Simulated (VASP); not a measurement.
# NiSb (P6_3/mmc) in VASP: further runs

NiSb is run at these levels: PBE+U; tasks: single point.

Program: VASP 6.6.1. These are calculated values, not measurements. Logs are shortened: lines on timing, memory, paths and dates and some standing lists are left out, and cuts for length are marked.

### 1 The cell of the first run

Symmetry: P6_3/mmc, No. 194, hexagonal system. The conventional cell has a = 3.935 Å, b = 3.935 Å, c = 5.136 Å, α = 90.00°, β = 90.00°, γ = 120.00°. Ni (site symmetry -3m) has 2 Ni at 2.57 Å and 6 Sb at 2.61 Å within 3.4 Å. Sb (site symmetry -6m2) has 6 Ni at 2.61 Å and 6 Sb at 3.43 Å within 3.5 Å.

### 2 Single point, PBE+U, collinear spin, ferromagnetic start

Contents of INCAR:

```
PREC = Accurate
ENCUT = 520
EDIFF = 1E-6
ISMEAR = 0
SIGMA = 0.1
LREAL = F
LASPH = T
NELM = 150
ALGO = Normal
ISIF = 2
LWAVE = F
LCHARG = F
ISPIN = 2
MAGMOM = 2 2 0 0
LORBIT = 11
LMAXMIX = 4
LDAU = T
LDAUTYPE = 2
LDAUL = 2 -1
LDAUU = 6.2 0
LDAUJ = 0 0
LDAUPRINT = 1
GGA = PE
NBANDS = 27
```

Contents of KPOINTS:

```
regular mesh
0
Gamma
  8 8 6
```

Contents of POSCAR:

```
NiSb
1.0
    3.9350000200      0.0000000000      0.0000000000
   -1.9675000100      3.4078099800      0.0000000000
    0.0000000000      0.0000000000      5.1360000000
Ni Sb
2 2
Direct
    0.0000000000      0.0000000000      0.0000000000
    0.0000000000      0.0000000000      0.5000000000
    0.3333333300      0.6666666700      0.2500000000
    0.6666666700      0.3333333300      0.7500000000
```

Potentials or basis: VASP PAW PBE potentials, release 64 (Ni, Sb).

Launch:

```sh
$ cat potpaw_PBE.64/Ni/POTCAR potpaw_PBE.64/Sb/POTCAR > POTCAR
$ mpirun -np 1 vasp_std > vasp.out
```

OUTCAR:

```text
PREC = Accurate
   ENCUT = 520
   EDIFF = 1E-6
   ISMEAR = 0
   LREAL = F
   LASPH = T
   NELM = 150
   ISIF = 2
   ISPIN = 2
   LORBIT = 11
   GGA = PE

 ion  position               nearest neighbor table
   1  0.000  0.000  0.000-   2 2.57   2 2.57   4 2.61   3 2.61   3 2.61   4 2.61   4 2.61   3 2.61

   2  0.000  0.000  0.500-   1 2.57   1 2.57   4 2.61   3 2.61   3 2.61   4 2.61   4 2.61   3 2.61

   3  0.333  0.667  0.250-   1 2.61   2 2.61   1 2.61   2 2.61   1 2.61   2 2.61   4 3.43   4 3.43
                             4 3.43   4 3.43   4 3.43   4 3.43
   4  0.667  0.333  0.750-   1 2.61   2 2.61   1 2.61   2 2.61   1 2.61   2 2.61   3 3.43   3 3.43
                             3 3.43   3 3.43   3 3.43   3 3.43

  LATTYP: Found a hexagonal cell.
 ALAT       =     3.9350000200
 C/A-ratio  =     1.3052096503

  Lattice vectors:

 A1 = (   3.9350000200,   0.0000000000,   0.0000000000)
 A2 = (  -1.9675000100,   3.4078099800,   0.0000000000)
 A3 = (   0.0000000000,   0.0000000000,   5.1360000000)

Analysis of symmetry for initial positions (statically):
=====================================================================
 Subroutine PRICEL returns:
 Original cell was already a primitive cell.

 Routine SETGRP: Setting up the symmetry group for a
 hexagonal supercell.

 Subroutine GETGRP returns: Found 24 space group operations
 (whereof 12 operations were pure point group operations)
 out of a pool of 24 trial point group operations.

The static configuration has the point symmetry D_3d.
 The point group associated with its full space group is D_6h.

Analysis of symmetry for dynamics (positions and initial velocities):
=====================================================================
 Subroutine PRICEL returns:
 Original cell was already a primitive cell.

 Routine SETGRP: Setting up the symmetry group for a
 hexagonal supercell.

 Subroutine GETGRP returns: Found 24 space group operations
 (whereof 12 operations were pure point group operations)
 out of a pool of 24 trial point group operations.
[... 223 lines left out ...]
  o =  0.8303  v =  0.0000  0.0000  0.0000  0.0000  0.0000  0.0000 -0.7409 -0.0000 -0.0000 -0.6716      0.0000  0.0000  0.0000  0.0000  0.0000  0.0000  0.0000  0.0000  0.0000  0.0000
  o =  0.8303  v =  0.0000  0.0000  0.0000  0.0000  0.0000 -0.6716  0.0000 -0.0000 -0.7409  0.0000      0.0000  0.0000  0.0000  0.0000  0.0000  0.0000  0.0000  0.0000  0.0000  0.0000
  o =  0.9039  v =  0.0000  0.0000 -1.0000  0.0000 -0.0000  0.0000  0.0000  0.0000  0.0000  0.0000      0.0000  0.0000  0.0000  0.0000  0.0000  0.0000  0.0000  0.0000  0.0000  0.0000
  o =  0.9040  v =  0.0000  0.0000  0.0000  0.0000  0.0000  0.0000  0.0000 -1.0000  0.0000 -0.0000      0.0000  0.0000  0.0000  0.0000  0.0000  0.0000  0.0000  0.0000  0.0000  0.0000
  o =  0.9275  v =  0.0000  0.0000  0.0000  0.0000  0.0000  0.0000  0.6716  0.0000 -0.0000 -0.7409      0.0000  0.0000  0.0000  0.0000  0.0000  0.0000  0.0000  0.0000  0.0000  0.0000
  o =  0.9275  v =  0.0000  0.0000  0.0000  0.0000  0.0000 -0.7409  0.0000  0.0000  0.6716 -0.0000      0.0000  0.0000  0.0000  0.0000  0.0000  0.0000  0.0000  0.0000  0.0000  0.0000
  o =  0.9275  v =  0.0000  0.6716  0.0000 -0.0000 -0.7409  0.0000  0.0000  0.0000  0.0000  0.0000      0.0000  0.0000  0.0000  0.0000  0.0000  0.0000  0.0000  0.0000  0.0000  0.0000
  o =  0.9275  v = -0.7409  0.0000  0.0000  0.6716 -0.0000  0.0000  0.0000  0.0000  0.0000  0.0000      0.0000  0.0000  0.0000  0.0000  0.0000  0.0000  0.0000  0.0000  0.0000  0.0000

 number of electron      30.0000032 magnetization      -0.0002093

 Free energy of the ion-electron system (eV)
  ---------------------------------------------------
  ext. energy  EPLUGINS =         0.00000000
  ---------------------------------------------------
  free energy    TOTEN  =       -13.22172570 eV

  energy without entropy =      -13.21664489  energy(sigma->0) =      -13.21918530

 E-fermi :   9.5932     XC(G=0): -11.4469

 val. band max:        9.5367451282   @ k =   0.3750   0.0000   0.0000
 cond. band min:       9.5943679531   @ k =   0.3750   0.1250   0.0000
 fundamental gap:      0.0576228249
 Fermi energy:         9.5932250654

 spin component 1

 k-point     1 :       0.0000    0.0000    0.0000
  band No.  band energies     occupation
      1      -3.0613      1.00000
      2       1.4031      1.00000
      3       3.5066      1.00000
      4       5.3993      1.00000
      5       5.3993      1.00000
      6       5.7581      1.00000
[... 1433 lines left out ...]
     26      20.8488      0.00000
     27      21.2569      0.00000

 [... further k-points ...]
[... 5 lines left out ...]
  --------------------------------------------------------------------------------------
  -------------------------------------------------------------------------------------
  Total       -1.2296963     -1.2296963     -0.8004159     -0.0000000      0.0000000      0.0000000
  in kB      -28.6064074    -28.6064074    -18.6200647     -0.0000000      0.0000000      0.0000000
  external PRESSURE =     -25.2776265 kB  Pullay stress =       0.0000000 kB

 VOLUME and BASIS-vectors are now :
 -----------------------------------------------------------------------------
  energy-cutoff  :      520.00
  volume of cell :       68.87
      direct lattice vectors                 reciprocal lattice vectors
     3.935000020  0.000000000  0.000000000     0.254129605  0.146721796  0.000000000
    -1.967500010  3.407809980  0.000000000     0.000000000  0.293443592  0.000000000
     0.000000000  0.000000000  5.136000000     0.000000000  0.000000000  0.194704050

 POSITION                                       TOTAL-FORCE (eV/Angst)
 -----------------------------------------------------------------------------------
      0.00000      0.00000      0.00000        -0.000000      0.000000      0.000000
      0.00000      0.00000      2.56800        -0.000000      0.000000      0.000000
     -0.00000      2.27187      1.28400        -0.000000      0.000000     -0.000000
      1.96750      1.13594      3.85200         0.000000     -0.000000     -0.000000
 -----------------------------------------------------------------------------------
    total drift:                                0.000000     -0.000000      0.000000

  FREE ENERGIE OF THE ION-ELECTRON SYSTEM (eV)
  ---------------------------------------------------
  free  energy   TOTEN  =       -13.2217257010 eV

  energy  without entropy=      -13.2166448914  energy(sigma->0) =      -13.21918530

 total charge

# of ion       s       p       d       tot
------------------------------------------
    1        0.413   0.431   8.802   9.646
    2        0.413   0.431   8.802   9.646
    3        1.144   1.187   0.066   2.396
    4        1.144   1.187   0.066   2.396
--------------------------------------------------
tot          3.113   3.235  17.735  24.083

 magnetization (x)

# of ion       s       p       d       tot
------------------------------------------
    1       -0.000   0.000  -0.000  -0.000
    2       -0.000   0.000  -0.000  -0.000
    3       -0.000   0.000   0.000   0.000
    4       -0.000   0.000   0.000   0.000
--------------------------------------------------
tot         -0.000   0.000  -0.000  -0.000
```

Wall time 77 s (1 thread of AMD EPYC 9R45 (Zen 5), shared host); peak memory 0.25 GiB.

What came out:

```yaml
Free_energy: -13.2217 eV
Pressure: -2.5 GPa
Band_gap_on_the_k_mesh: zero (filled and empty bands overlap)
Net_moment: 0.00 μB per cell
Valence_electrons_inside_the_program's_atomic_spheres: Ni 9.65; Sb 2.40
```

Levels at points of the mesh, in eV from the Fermi level:
Spin up:
| k point | band 11 | band 12 | band 13 | band 14 | band 15 | band 16 | band 17 | band 18 | band 19 | band 20 |
| --- | --- | --- | --- | --- | --- | --- | --- | --- | --- | --- |
| (0.00, 0.00, 0.00) | -1.90 | -1.90 | -0.63 | 0.98 | 0.98 | 2.41 | 2.41 | 3.44 | 4.17 | 5.73 |
| (0.50, 0.00, 0.00) | -2.55 | -2.54 | -2.24 | -1.99 | -1.89 | -0.54 | 1.02 | 3.46 | 3.97 | 5.77 |
| (0.00, 0.00, 0.50) | -2.86 | -2.86 | 0.32 | 0.32 | 2.19 | 2.19 | 2.19 | 2.19 | 5.43 | 5.43 |
| (0.50, 0.00, 0.50) | -2.59 | -2.59 | -2.42 | -2.42 | 0.26 | 0.26 | 1.78 | 1.78 | 5.40 | 5.40 |
Spin down:
```csv
k point,band 12,band 13,band 14,band 15,band 16,band 17,band 18,band 19
"(0.00, 0.00, 0.00)",-1.90,-0.63,0.98,0.98,2.41,2.41,3.44,4.17
"(0.50, 0.00, 0.00)",-2.54,-2.24,-1.99,-1.89,-0.54,1.02,3.45,3.97
"(0.00, 0.00, 0.50)",-2.86,0.32,0.32,2.19,2.19,2.19,2.19,5.43
"(0.50, 0.00, 0.50)",-2.59,-2.42,-2.42,0.26,0.26,1.78,1.78,5.40
```

Eigenvalues of the final occupation matrices:
```tsv
site	spin	trace	eigenvalues
site 1 d	1	4.42	0.83 0.83 0.90 0.93 0.93
site 1 d	2	4.42	0.83 0.83 0.90 0.93 0.93
site 2 d	1	4.42	0.83 0.83 0.90 0.93 0.93
site 2 d	2	4.42	0.83 0.83 0.90 0.93 0.93
```

Caveat: the moments typed at the start vanished in this run; spin-orbit coupling is left out, which moves the levels of the heavy elements; the U is typed as a test and isn't derived for this compound.

### 3 Single point, PBE+U, collinear spin, ferromagnetic start

Contents of INCAR:

```
  PREC = Accurate
  ENCUT = 520
  EDIFF = 1E-7
  ISMEAR = 0
  SIGMA = 0.1
  LREAL = F
  LASPH = T
  NELM = 150
  ALGO = Normal
  ISIF = 2
  LWAVE = F
  LCHARG = F
  ISPIN = 2
  MAGMOM = 2 2 0 0
  LORBIT = 11
  LMAXMIX = 4
  LDAU = T
  LDAUTYPE = 2
  LDAUL = 2 -1
  LDAUU = 6.2 0
  LDAUJ = 0 0
  LDAUPRINT = 1
  GGA = PE
  NBANDS = 27
```

Contents of KPOINTS:

```
Automatic mesh
0
Gamma
  8 8 6
```

POSCAR is that of step 2.

Potentials or basis: VASP PAW PBE potentials, release 64 (Ni, Sb).

Launch:

```sh
$ cat potpaw_PBE.64/Ni/POTCAR potpaw_PBE.64/Sb/POTCAR > POTCAR
$ mpirun -np 1 vasp_std > vasp.out
```

Run time: 91 s. Hardware: 1 thread of AMD EPYC 9R45 (Zen 5), shared host; peak memory 0.25 GiB.

Results (log left out):

| Item | Value |
| --- | --- |
| Free energy | -13.2217 eV |
| Pressure | -2.5 GPa |
| Band gap on the k mesh | zero (filled and empty bands overlap) |
| Net moment | 0.00 μB per cell |
| Valence electrons inside the program's atomic spheres | Ni 9.65; Sb 2.40 |

Stress tensor (GPa, compression positive):
```
-2.86  0.00  0.00
 0.00 -2.86  0.00
 0.00  0.00 -1.86
```

Levels at points of the mesh, in eV from the Fermi level:
Spin up:
```tsv
k point	band 11	band 12	band 13	band 14	band 15	band 16	band 17	band 18	band 19	band 20
(0.00, 0.00, 0.00)	-1.90	-1.90	-0.63	0.98	0.98	2.41	2.41	3.44	4.17	5.73
(0.50, 0.00, 0.00)	-2.55	-2.54	-2.24	-1.99	-1.89	-0.54	1.02	3.45	3.97	5.77
(0.00, 0.00, 0.50)	-2.86	-2.86	0.32	0.32	2.19	2.19	2.19	2.19	5.43	5.43
(0.50, 0.00, 0.50)	-2.59	-2.59	-2.42	-2.42	0.26	0.26	1.78	1.78	5.40	5.40
```
Spin down:
| k point | band 12 | band 13 | band 14 | band 15 | band 16 | band 17 | band 18 | band 19 |
| --- | --- | --- | --- | --- | --- | --- | --- | --- |
| (0.00, 0.00, 0.00) | -1.90 | -0.63 | 0.98 | 0.98 | 2.41 | 2.41 | 3.44 | 4.17 |
| (0.50, 0.00, 0.00) | -2.54 | -2.24 | -1.99 | -1.89 | -0.54 | 1.02 | 3.45 | 3.97 |
| (0.00, 0.00, 0.50) | -2.86 | 0.32 | 0.32 | 2.19 | 2.19 | 2.19 | 2.19 | 5.43 |
| (0.50, 0.00, 0.50) | -2.59 | -2.42 | -2.42 | 0.26 | 0.26 | 1.78 | 1.78 | 5.40 |

Eigenvalues of the final occupation matrices:
| site | spin | trace | eigenvalues |
| --- | --- | --- | --- |
| site 1 d | 1 | 4.42 | 0.83 0.83 0.90 0.93 0.93 |
| site 1 d | 2 | 4.42 | 0.83 0.83 0.90 0.93 0.93 |
| site 2 d | 1 | 4.42 | 0.83 0.83 0.90 0.93 0.93 |
| site 2 d | 2 | 4.42 | 0.83 0.83 0.90 0.93 0.93 |

Caveat: the moments typed at the start vanished in this run; spin-orbit coupling is left out, which moves the levels of the heavy elements; the U is typed as a test and isn't derived for this compound.

### 4 Single point, PBE+U, collinear spin, ferromagnetic start

Contents of INCAR:

```
SYSTEM = NiSb
PREC = Accurate
ENCUT = 520
EDIFF = 1E-7
ISMEAR = 0
SIGMA = 0.1
LREAL = .FALSE.
LASPH = .TRUE.
NELM = 150
ALGO = Normal
ISIF = 2
LWAVE = .FALSE.
LCHARG = .FALSE.
ISPIN = 2
MAGMOM = 2 2 0 0
LORBIT = 11
LMAXMIX = 4
LDAU = .TRUE.
LDAUTYPE = 2
LDAUL = 2 -1
LDAUU = 6.2 0
LDAUJ = 0 0
LDAUPRINT = 1
GGA = PE
NBANDS = 27
```

Contents of KPOINTS:

```
regular mesh
0
G
  8 8 6
  0 0 0
```

POSCAR is that of step 3.

Launch:

```sh
$ cat potpaw_PBE.64/Ni/POTCAR potpaw_PBE.64/Sb/POTCAR > POTCAR
$ mpirun -np 1 vasp_std > vasp.out
```

Wall time 92 s (1 thread of AMD EPYC 9R45 (Zen 5), shared host); peak memory 0.25 GiB.

Results (log left out):

```yaml
Free_energy: -13.2217 eV
Pressure: -2.5 GPa
Band_gap_on_the_k_mesh: zero (filled and empty bands overlap)
Net_moment: 0.00 μB per cell
Valence_electrons_inside_the_program's_atomic_spheres: Ni 9.65; Sb 2.40
```

Stress tensor (GPa, compression positive):
```
-2.86  0.00  0.00
 0.00 -2.86  0.00
 0.00  0.00 -1.86
```

Levels at points of the mesh, in eV from the Fermi level:
Spin up:
| k point | band 11 | band 12 | band 13 | band 14 | band 15 | band 16 | band 17 | band 18 | band 19 | band 20 |
| --- | --- | --- | --- | --- | --- | --- | --- | --- | --- | --- |
| (0.00, 0.00, 0.00) | -1.90 | -1.90 | -0.63 | 0.98 | 0.98 | 2.41 | 2.41 | 3.44 | 4.17 | 5.73 |
| (0.50, 0.00, 0.00) | -2.55 | -2.54 | -2.24 | -1.99 | -1.89 | -0.54 | 1.02 | 3.45 | 3.97 | 5.77 |
| (0.00, 0.00, 0.50) | -2.86 | -2.86 | 0.32 | 0.32 | 2.19 | 2.19 | 2.19 | 2.19 | 5.43 | 5.43 |
| (0.50, 0.00, 0.50) | -2.59 | -2.59 | -2.42 | -2.42 | 0.26 | 0.26 | 1.78 | 1.78 | 5.40 | 5.40 |
Spin down:
```csv
k point,band 13,band 14,band 15,band 16,band 17,band 18
"(0.00, 0.00, 0.00)",-0.63,0.98,0.98,2.41,2.41,3.44
"(0.50, 0.00, 0.00)",-2.24,-1.99,-1.89,-0.54,1.02,3.45
"(0.00, 0.00, 0.50)",0.32,0.32,2.19,2.19,2.19,2.19
"(0.50, 0.00, 0.50)",-2.42,-2.42,0.26,0.26,1.78,1.78
```

Eigenvalues of the final occupation matrices:
```tsv
site	spin	trace	eigenvalues
site 1 d	1	4.42	0.83 0.83 0.90 0.93 0.93
site 1 d	2	4.42	0.83 0.83 0.90 0.93 0.93
site 2 d	1	4.42	0.83 0.83 0.90 0.93 0.93
site 2 d	2	4.42	0.83 0.83 0.90 0.93 0.93
```

Caveat: the moments typed at the start vanished in this run; spin-orbit coupling is left out, which moves the levels of the heavy elements; the U is typed as a test and isn't derived for this compound. The state reached can hang on the start; a lower one may exist.

### 5 Single point, PBE+U, collinear spin, antiferromagnetic start

Contents of INCAR:

```
ALGO = Normal ; EDIFF = 1E-6
ENCUT = 520 ; GGA = PE
ISIF = 2 ; ISMEAR = 0
ISPIN = 2 ; LASPH = True
LCHARG = False ; LDAU = True
LDAUJ = 0 0 ; LDAUL = 2 -1
LDAUPRINT = 1 ; LDAUTYPE = 2
LDAUU = 6.2 0 ; LMAXMIX = 4
LORBIT = 11 ; LREAL = False
LWAVE = False ; MAGMOM = 2 -2 0 0
NBANDS = 27 ; NELM = 150
PREC = Accurate ; SIGMA = 0.1
```

Contents of KPOINTS:

```
k-points
0
Gamma
  8 8 6
```

POSCAR is that of step 4.

Launch:

```sh
$ cat potpaw_PBE.64/Ni/POTCAR potpaw_PBE.64/Sb/POTCAR > POTCAR
$ mpirun -np 1 vasp_std > vasp.out
```

It took 84 s on 1 thread of AMD EPYC 9R45 (Zen 5), shared host; peak memory 0.25 GiB.

Results (log left out):

```yaml
Free_energy: -13.2217 eV
Pressure: -2.5 GPa
Band_gap_on_the_k_mesh: zero (filled and empty bands overlap)
Net_moment: 0.00 μB per cell
Valence_electrons_inside_the_program's_atomic_spheres: Ni 9.65; Sb 2.40
```

Stress tensor (GPa, compression positive):
```
-2.85  0.00  0.00
 0.00 -2.85  0.00
 0.00  0.00 -1.86
```

Levels at points of the mesh, in eV from the Fermi level:
Spin up:
```tsv
k point	band 12	band 13	band 14	band 15	band 16	band 17	band 18	band 19
(0.00, 0.00, 0.00)	-1.90	-0.63	0.98	0.98	2.41	2.41	3.44	4.17
(0.50, 0.00, 0.00)	-2.54	-2.24	-1.99	-1.89	-0.54	1.02	3.46	3.97
(0.00, 0.00, 0.50)	-2.86	0.32	0.32	2.19	2.19	2.19	2.19	5.43
(0.50, 0.00, 0.50)	-2.59	-2.42	-2.42	0.26	0.26	1.78	1.78	5.40
```
Spin down:
| k point | band 13 | band 14 | band 15 | band 16 | band 17 | band 18 |
| --- | --- | --- | --- | --- | --- | --- |
| (0.00, 0.00, 0.00) | -0.63 | 0.98 | 0.98 | 2.41 | 2.41 | 3.44 |
| (0.50, 0.00, 0.00) | -2.24 | -1.99 | -1.89 | -0.54 | 1.02 | 3.46 |
| (0.00, 0.00, 0.50) | 0.32 | 0.32 | 2.19 | 2.19 | 2.19 | 2.19 |
| (0.50, 0.00, 0.50) | -2.42 | -2.42 | 0.26 | 0.26 | 1.78 | 1.78 |

Eigenvalues of the final occupation matrices:
| site | spin | trace | eigenvalues |
| --- | --- | --- | --- |
| site 1 d | 1 | 4.42 | 0.83 0.83 0.90 0.93 0.93 |
| site 1 d | 2 | 4.42 | 0.83 0.83 0.90 0.93 0.93 |
| site 2 d | 1 | 4.42 | 0.83 0.83 0.90 0.93 0.93 |
| site 2 d | 2 | 4.42 | 0.83 0.83 0.90 0.93 0.93 |

Caveat: the moments typed at the start vanished in this run; spin-orbit coupling is left out, which moves the levels of the heavy elements; the U is typed as a test and isn't derived for this compound. The state reached can hang on the start; a lower one may exist.

The gap in the log of VASP goes by the Fermi energy; the results here count the filled bands.